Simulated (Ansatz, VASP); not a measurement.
# Si: VASP beside Ansatz

INCAR

```
ALGO     = Normal         # electronic algorithm
EDIFF    = 1E-7           # SCF threshold, eV
ENCUT    = 520            # plane-wave cutoff, eV
GGA      = PE             # functional
ISIF     = 2              # what is computed and relaxed
ISMEAR   = 0              # smearing method
LASPH    = T              # aspherical terms in the spheres
LCHARG   = F              # write CHGCAR
LREAL    = F              # projectors in reciprocal space
LWAVE    = F              # write WAVECAR
NBANDS   = 11             # bands
NELM     = 60             # most SCF steps
PREC     = Accurate       # precision mode
SIGMA    = 0.05           # smearing width, eV
```

The input KPOINTS:

```
k-points
0
Gamma
  10 10 10
```

POSCAR

```
Si
1.0
    0.0000000000      2.6860798488      3.1069885611
    2.6860798488      0.0000000000      3.1069885611
    2.6860798488      2.6860798488      0.0000000000
Si
2
Direct
    0.5000000000      0.5000000000      0.5000000000
    0.7500000000      0.7500000000      0.7500000000
```

Input for Ansatz:

```yaml
crystal:
  lattice:
    - [0.0, 2.6860798488, 3.1069885611]
    - [2.6860798488, 0.0, 3.1069885611]
    - [2.6860798488, 2.6860798488, 0.0]
  atoms:
    - { symbol: Si, position: [0.5, 0.5, 0.5] }
    - { symbol: Si, position: [0.75, 0.75, 0.75] }
basis:
  ecutwfc: 420
kpoints:
  mp_grid: { grid: [10, 10, 10] }
hamiltonian:
  xc: pbe
  pseudopotentials: { kind: paw, azcp: { folder: soft_1 } }
scf:
  occupations: { method: gaussian, width: 0.05 }
output:
  forces: true
  stress: true
  eigenvalues: true
```

Alike in both runs: task single point; functional PBE; k mesh 10 × 10 × 10; occupations gaussian, width 0.05 eV; no spin polarisation.

```csv
,VASP,Ansatz
version,VASP 6.6.1,Ansatz 0.2.0
potentials or method,"VASP PAW PBE potentials, release 64 (Si), cutoff 520 eV","scalar-relativistic, plane waves, PAW"
valence electrons in the cell,8,8
```

|  | VASP | Ansatz | Ansatz less VASP |
| --- | --- | --- | --- |
| gap on the k mesh at the Fermi level (eV) | none | none | - |
| pressure (GPa) | -6.9 | -6.9 | +0.04 |
| traceless stress, the component that is largest in VASP (GPa) | -10.76 | -10.74 | +0.020 |

A gap of «none» marks a metal or a gap that the smearing closes. With one functional, cell and mesh, what is left measures potentials, basis and numerics.
